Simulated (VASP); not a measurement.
Wanted: the native input for a VASP 6.6.1 run.

```
Task                   : single point
Functional             : PBE
Potentials or basis    : VASP PAW PBE potentials, release 64 (Sb)
Cutoff                 : 520 eV
k mesh                 : 2 × 4 × 4
Occupations            : gaussian, width 0.1 eV
Spin                   : no spin polarisation
Dipole correction      : no
Further INCAR settings : ALGO = Normal; EDIFF = 1e-07; NBANDS = 30
```

The structure of Sb lies in POSCAR:

```
Sb
1.0
   12.8174309141      0.0000000000      0.0000000000
    0.0000000000      4.4037479927      0.0000000000
    0.0000000000      0.0000000000      4.5837923796
Sb
8
Direct
    0.1350523260      0.2500000000      0.3022202393
    0.3649476740      0.7500000000     -0.1977797607
    0.6350523260      0.2500000000      1.1977797607
    0.8649476740      0.7500000000      0.6977797607
    0.1349428667      0.7500000000      0.7254086979
    0.3650571333      0.2500000000      0.2254086979
    0.6349428667      0.7500000000      0.7745913021
    0.8650571333      0.2500000000      0.2745913021
```

The cell was generated, and may not be a known phase.

One way to write it, as run:

INCAR

```
SYSTEM = Sb
PREC     = Accurate       ! precision mode
ENCUT    = 520            ! plane-wave cutoff, eV
EDIFF    = 1E-7           ! SCF threshold, eV
ISMEAR   = 0              ! smearing method
SIGMA    = 0.1            ! smearing width, eV
LREAL    = .FALSE.        ! projectors in reciprocal space
LASPH    = .TRUE.         ! aspherical terms in the spheres
NELM     = 80             ! most SCF steps
ALGO     = Normal         ! electronic algorithm
ISIF     = 2              ! what is computed and relaxed
LWAVE    = .FALSE.        ! write WAVECAR
LCHARG   = .FALSE.        ! write CHGCAR
GGA      = PE             ! functional
NBANDS   = 30             ! bands
```

KPOINTS

```
Automatic mesh
0
G
  2 4 4
  0 0 0
```

Potentials or basis: VASP PAW PBE potentials, release 64 (Sb).

Launch:

```sh
$ cat potpaw_PBE.64/Sb/POTCAR > POTCAR
$ mpirun -np 1 vasp_std > vasp.out
```

It gave:

```json
{
  "Pressure": "0.0 GPa",
  "Largest force": "0.039 eV/Å"
}
```

Run time: 56 s on 1 thread of Intel(R) Xeon(R) 6975P-C (Granite Rapids) (shared host), peak memory 0.38 GiB.
